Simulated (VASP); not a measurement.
# RbCl (Fm-3m) in VASP: a series of runs

RbCl is run at these levels: PBE; tasks: single point.

Everything below comes from runs of VASP 6.6.1. Logs are shortened: lines on timing, memory, paths and dates and some standing lists are left out, and cuts for length are marked.

## 1. The cell of the first run

The structure is cubic, space group Fm-3m (No. 225). Conventional cell: a = 6.611 Å, b = 6.611 Å, c = 6.611 Å, α = 90.00°, β = 90.00°, γ = 90.00°. Within 4.3 Å of Rb (site symmetry m-3m) lie 6 Cl at 3.31 Å. Within 4.3 Å of Cl (site symmetry m-3m) lie 6 Rb at 3.31 Å.

## 2. Single point, PBE

Input file INCAR:

```
ALGO = Normal
EDIFF = 1E-6
ENCUT = 500
GGA = PE
GGA_COMPAT = False
ISIF = 2
ISMEAR = 0
LASPH = True
LCHARG = False
LREAL = False
LWAVE = False
NBANDS = 15
NELM = 120
PREC = Accurate
SIGMA = 0.01
```

Input file KPOINTS:

```
k-points
0
Gamma
  6 6 6
```

Input file POSCAR:

```
RbCl
1.0
    0.0000000000      3.3057264366      3.3057264366
    3.3057264366      0.0000000000      3.3057264366
    3.3057264366      3.3057264366      0.0000000000
Rb Cl
1 1
Direct
    0.0000000000      0.0000000000      0.0000000000
    0.5000000000      0.5000000000      0.5000000000
```

Potentials or basis: VASP PAW PBE potentials, release 64 (Rb_sv, Cl).

Started as:

```bash
cat potpaw_PBE.64/Rb_sv/POTCAR potpaw_PBE.64/Cl/POTCAR > POTCAR
mpirun -np 1 vasp_std > vasp.out
```

OUTCAR:

```text
EDIFF = 1E-6
   ENCUT = 500
   GGA = PE
   ISIF = 2
   ISMEAR = 0
   LASPH = True
   LREAL = False
   NELM = 120
   PREC = Accurate

 ion  position               nearest neighbor table
   1  0.000  0.000  0.000-   2 3.31   2 3.31   2 3.31   2 3.31   2 3.31   2 3.31
   2  0.500  0.500  0.500-   1 3.31   1 3.31   1 3.31   1 3.31   1 3.31   1 3.31

  LATTYP: Found a face centered cubic cell.
 ALAT       =     6.6114528732

  Lattice vectors:

 A1 = (   0.0000000000,   3.3057264366,   3.3057264366)
 A2 = (   3.3057264366,   0.0000000000,   3.3057264366)
 A3 = (   3.3057264366,   3.3057264366,   0.0000000000)

Analysis of symmetry for initial positions (statically):
=====================================================================
 Subroutine PRICEL returns:
 Original cell was already a primitive cell.

 Routine SETGRP: Setting up the symmetry group for a
 face centered cubic supercell.

 Subroutine GETGRP returns: Found 48 space group operations
 (whereof 48 operations were pure point group operations)
 out of a pool of 48 trial point group operations.

The static configuration has the point symmetry O_h .

Analysis of symmetry for dynamics (positions and initial velocities):
=====================================================================
 Subroutine PRICEL returns:
 Original cell was already a primitive cell.

 Routine SETGRP: Setting up the symmetry group for a
 face centered cubic supercell.

 Subroutine GETGRP returns: Found 48 space group operations
 (whereof 48 operations were pure point group operations)
 out of a pool of 48 trial point group operations.

The dynamic configuration has the point symmetry O_h .

 Subroutine INISYM returns: Found 48 space group operations
 (whereof 48 operations are pure point group operations),
 and found     1 'primitive' translations

----------------------------------------------------------------------------------------

                                     Primitive cell

  volume of cell :      72.2488

  direct lattice vectors                    reciprocal lattice vectors
     0.000000000  3.305726437  3.305726437    -0.151252685  0.151252685  0.151252685
     3.305726437  0.000000000  3.305726437     0.151252685 -0.151252685  0.151252685
     3.305726437  3.305726437  0.000000000     0.151252685  0.151252685 -0.151252685

  length of vectors
     4.675003160  4.675003160  4.675003160     0.261977336  0.261977336  0.261977336

  position of ions in fractional coordinates (direct lattice)
     0.000000000  0.000000000  0.000000000
     0.500000000  0.500000000  0.500000000

  ion indices of the primitive-cell ions
   primitive index   ion index
                 1           1
                 2           2

----------------------------------------------------------------------------------------

 KPOINTS: k-points

Automatic generation of k-mesh.
 Grid dimensions read from file:
 generate k-points for:    6    6    6

 Generating k-lattice:

  Cartesian coordinates                     Fractional coordinates (reciprocal lattice)
    -0.025208781  0.025208781  0.025208781     0.166666667  0.000000000  0.000000000
     0.025208781 -0.025208781  0.025208781     0.000000000  0.166666667  0.000000000
     0.025208781  0.025208781 -0.025208781     0.000000000  0.000000000  0.166666667

  Length of vectors
     0.043662889  0.043662889  0.043662889

  Shift w.r.t. Gamma in fractional coordinates (k-lattice)
     0.000000000  0.000000000  0.000000000

 Subroutine IBZKPT returns following result:
 ===========================================

 Found     16 irreducible k-points:

 Following reciprocal coordinates:
            Coordinates               Weight
  0.000000  0.000000  0.000000      1.000000
  0.166667  0.000000  0.000000      8.000000
  0.333333  0.000000  0.000000      8.000000
  0.500000  0.000000  0.000000      4.000000
  0.166667  0.166667  0.000000      6.000000
  0.333333  0.166667  0.000000     24.000000
[... 8 lines left out ...]
 -0.333333  0.333333  0.166667     24.000000
 -0.333333  0.500000  0.166667     12.000000
   k-points           NKPTS =     16   k-points in BZ     NKDIM =     16   number of bands    NBANDS=     15
   number of dos      NEDOS =    301   number of ions     NIONS =      2
   total plane-waves  NPLWV =  46656
   dimension x,y,z NGX =    36 NGY =   36 NGZ =   36
   dimension x,y,z NGXF=    72 NGYF=   72 NGZF=   72
   ions per type =               1   1
   NGX,Y,Z   is equivalent  to a cutoff of  12.80, 12.80, 12.80 a.u.
   NGXF,Y,Z  is equivalent  to a cutoff of  25.60, 25.60, 25.60 a.u.
 SYSTEM =  unknown system
   PREC   = accura    normal or accurate (medium, high low for compatibility)
   ISTART =      0    job   : 0-new  1-cont  2-samecut
   ICHARG =      2    charge: 1-file 2-atom 10-const
   ISPIN  =      1    spin polarized calculation?
   LNONCOLLINEAR =      F non collinear calculations
   LSORBIT =      F    spin-orbit coupling
   LASPH  =      T    aspherical Exc in radial PAW
   ENCUT  =  500.0 eV  36.75 Ry    6.06 a.u.   8.52  8.52  8.52*2*pi/ulx,y,z
   NELM   =    120;   NELMIN=  2; NELMDL= -5     # of ELM steps
   EDIFF  = 0.1E-05   stopping-criterion for ELM
   LREAL  =      F    real-space projection
   EDIFFG = 0.1E-04   stopping-criterion for IOM
   NSW    =      0    number of steps for IOM
   IBRION =     -1    ionic relax: 0-MD 1-quasi-New 2-CG
   NFREE  =      0    steps in history (QN), initial steepest desc. (CG)
   ISIF   =      2    stress and relaxation
   ISYM   =      2    0-nonsym 1-usesym 2-fastsym
   POTIM  = 0.5000    time-step for ionic-motion
   TEBEG  =    0.0;   TEEND  =   0.0 temperature during run
   PSTRESS=    0.0 pullay stress
   NELECT =      16.0000    total number of electrons
   NUPDOWN=      -1.0000    fix difference up-down
   EMIN   =  10.00;   EMAX   =-10.00  energy-range for DOS
   EFERMI =   0.00;   METHOD = LEGACY
   ISMEAR =     0;   SIGMA  =   0.01  broadening in eV -4-tet -1-fermi 0-gaus
   EFERMI_NEDOS =   21; number of points for ismear=-14 and -15
   IALGO  =     38    algorithm
   IMIX   =      4    mixing-type and parameters
     AMIX     =   0.40;   BMIX     =  1.00
     AMIX_MAG =   1.60;   BMIX_MAG =  1.00
  volume/ion in A,a.u.               =      36.12       243.78
  Fermi-wavevector in a.u.,A,eV,Ry     =   0.990462  1.871702 13.347525  0.981015
  Thomas-Fermi vector in A             =   2.122134
   LORBIT       =      0    0 simple, 1 ext, 2 COOP (PROOUT), +10 PAW based schemes
   GGA     = PE    functional components
   LHFCALC =     F    Hartree Fock is set to
   AEXX    =    0.0000 exact exchange contribution
   IVDW    =     0    specifies the selected vdW correction
   LEPSILON=     F    determine dielectric tensor
   LRPA    =     F    only Hartree local field effects (RPA)
 non-spin polarized calculation
 Gauss-broadening in eV      SIGMA  =   0.01
  energy-cutoff  :      500.00
  volume of cell :       72.25
 maximum number of plane-waves:      1853
 NGX is ok and might be reduce to    36
   NGX = 17   NGY = 17   NGZ = 17

 number of electron      16.0000002 magnetization

 Free energy of the ion-electron system (eV)
  ---------------------------------------------------
  ext. energy  EPLUGINS =         0.00000000
  ---------------------------------------------------
  free energy    TOTEN  =        -6.66988186 eV

  energy without entropy =       -6.66988186  energy(sigma->0) =       -6.66988186

 E-fermi :  -1.8379     XC(G=0):  -7.2968

 val. band max:       -1.9288672866   @ k =   0.0000   0.0000   0.0000
 cond. band min:       3.0251660799   @ k =   0.0000   0.0000   0.0000
 fundamental gap:      4.9540333665
 Fermi energy:        -1.8378786344

 k-point     1 :       0.0000    0.0000    0.0000
  band No.  band energies     occupation
      1     -25.8840      2.00000
      2     -13.9148      2.00000
      3      -9.9329      2.00000
      4      -9.9329      2.00000
      5      -9.9329      2.00000
      6      -1.9289      2.00000
      7      -1.9289      2.00000
      8      -1.9289      2.00000
      9       3.0252      0.00000
     10       6.0556      0.00000
     11       6.0556      0.00000
     12       6.0556      0.00000
     13       7.0301      0.00000
     14       7.0301      0.00000
     15      10.1358      0.00000

 k-point     2 :       0.1667    0.0000    0.0000
  band No.  band energies     occupation
      1     -25.8803      2.00000
      2     -13.9295      2.00000
      3      -9.9360      2.00000
      4      -9.9360      2.00000
      5      -9.9270      2.00000
      6      -2.1786      2.00000
      7      -2.0151      2.00000
      8      -2.0151      2.00000
      9       3.6368      0.00000
     10       5.8830      0.00000
     11       6.3955      0.00000
     12       6.3955      0.00000
     13       7.4275      0.00000
     14       7.4275      0.00000
     15      11.1795      0.00000

 k-point     3 :       0.3333    0.0000    0.0000
  band No.  band energies     occupation
      1     -25.8729      2.00000
      2     -13.9585      2.00000
      3      -9.9420      2.00000
      4      -9.9420      2.00000
      5      -9.9155      2.00000
      6      -2.5921      2.00000
      7      -2.1783      2.00000
      8      -2.1783      2.00000
      9       4.9629      0.00000
     10       5.8631      0.00000
     11       7.3316      0.00000
     12       7.3316      0.00000
     13       8.4372      0.00000
     14       8.4372      0.00000
     15      10.8256      0.00000

 k-point     4 :       0.5000    0.0000    0.0000
  band No.  band energies     occupation
      1     -25.8692      2.00000
      2     -13.9729      2.00000
      3      -9.9450      2.00000
      4      -9.9450      2.00000
      5      -9.9099      2.00000
      6      -2.7705      2.00000
      7      -2.2557      2.00000
      8      -2.2557      2.00000
      9       5.7745      0.00000
     10       5.9948      0.00000
     11       8.1722      0.00000
     12       8.1722      0.00000
     13       9.3877      0.00000
     14       9.3877      0.00000
     15       9.9946      0.00000
[... 163 lines left out ...]
 k-point    14 :       0.5000    0.3333    0.1667
  band No.  band energies     occupation
      1     -25.8683      2.00000
      2     -13.9241      2.00000
      3     -10.0385      2.00000
      4     -10.0151      2.00000
      5      -9.9385      2.00000
      6      -2.4891      2.00000
      7      -2.2038      2.00000
      8      -2.0866      2.00000
      9       5.2253      0.00000
     10       5.5419      0.00000
     11       7.6618      0.00000
     12       8.2822      0.00000
     13       8.5288      0.00000
     14       8.8073      0.00000
     15       9.7028      0.00000

 k-point    15 :      -0.3333    0.3333    0.1667
  band No.  band energies     occupation
      1     -25.8659      2.00000
      2     -13.9179      2.00000
      3     -10.0646      2.00000
      4     -10.0581      2.00000
      5      -9.9248      2.00000
      6      -2.4587      2.00000
      7      -2.1935      2.00000
      8      -2.1895      2.00000
      9       5.7491      0.00000
     10       5.8123      0.00000
     11       7.5543      0.00000
     12       7.6295      0.00000
     13       9.0212      0.00000
     14       9.6059      0.00000
     15      10.0352      0.00000

 k-point    16 :      -0.3333    0.5000    0.1667
  band No.  band energies     occupation
      1     -25.8649      2.00000
      2     -13.8913      2.00000
      3     -10.1400      2.00000
      4     -10.0659      2.00000
      5      -9.9494      2.00000
      6      -2.2789      2.00000
      7      -2.2148      2.00000
      8      -2.1076      2.00000
      9       4.9727      0.00000
     10       6.5910      0.00000
     11       6.8127      0.00000
     12       7.8568      0.00000
     13       8.8698      0.00000
     14       9.7615      0.00000
     15      10.2573      0.00000

------------------------ aborting loop because EDIFF is reached ----------------------------------------

  FORCE on cell =-STRESS in cart. coord.  units (eV):
  Direction    XX          YY          ZZ          XY          YZ          ZX
  --------------------------------------------------------------------------------------
  -------------------------------------------------------------------------------------
  Total        0.2763729      0.2763729      0.2763729     -0.0000000      0.0000000      0.0000000
  in kB        6.1287990      6.1287990      6.1287990     -0.0000000      0.0000000      0.0000000
  external PRESSURE =       6.1287990 kB  Pullay stress =       0.0000000 kB

 VOLUME and BASIS-vectors are now :
 -----------------------------------------------------------------------------
  energy-cutoff  :      500.00
  volume of cell :       72.25
      direct lattice vectors                 reciprocal lattice vectors
     0.000000000  3.305726437  3.305726437    -0.151252685  0.151252685  0.151252685
     3.305726437  0.000000000  3.305726437     0.151252685 -0.151252685  0.151252685
     3.305726437  3.305726437  0.000000000     0.151252685  0.151252685 -0.151252685

 POSITION                                       TOTAL-FORCE (eV/Angst)
 -----------------------------------------------------------------------------------
      0.00000      0.00000      0.00000         0.000000     -0.000000     -0.000000
      3.30573      3.30573      3.30573        -0.000000      0.000000      0.000000
 -----------------------------------------------------------------------------------
    total drift:                                0.000000      0.000000      0.000000

  FREE ENERGIE OF THE ION-ELECTRON SYSTEM (eV)
  ---------------------------------------------------
  free  energy   TOTEN  =        -6.6698818569 eV

  energy  without entropy=       -6.6698818569  energy(sigma->0) =       -6.66988186
```

Wall time 18 s (1 thread of Intel Xeon Platinum 8488C (Sapphire Rapids), shared host); peak memory 0.2 GiB.

Results:

* Free energy: -6.6699 eV
* Pressure: 0.6 GPa
* Band gap on the k mesh: 4.95 eV

(Continued in part 2 of 2.)
